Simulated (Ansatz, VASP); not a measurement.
AlN: VASP beside Ansatz

```xyz
8
Lattice="6.6242 0.0000 0.0000 -1.6561 2.8684 0.0000 0.0000 0.0000 4.1876" Properties=species:S:1:pos:R:3 pbc="T T T"
Al    0.0000    1.9123    3.1407
Al    1.6561    0.9561    1.0469
Al    3.3121    1.9123    3.1407
Al    4.9682    0.9561    1.0469
N     0.0000    1.9123    1.0469
N     1.6561    0.9561    3.1407
N     3.3121    1.9123    1.0469
N     4.9682    0.9561    3.1407
```

Alike in both runs: task single point; functional PBEsol; k mesh 2 × 4 × 3; no spin polarisation.

|  | VASP | Ansatz |
| --- | --- | --- |
| version | VASP 6.6.1 | Ansatz 0.2.0 |
| potentials or method | VASP PAW PBE potentials, release 64 (Al, N), cutoff 600 eV | plane waves, PAW |
| occupations | gaussian, width 0.01 eV | fixed |
| valence electrons in the cell | 32 | 32 |

Ansatz gave:

```
gap on the k mesh at the Fermi level (eV) : 3.17
```

Problem. Which values does VASP return?

Solution. gap on the k mesh at the Fermi level (eV): 3.18.

VASP's potentials were made for PBE, not for PBEsol.

The k mesh is coarse, so the values compare programs but aren't converged.
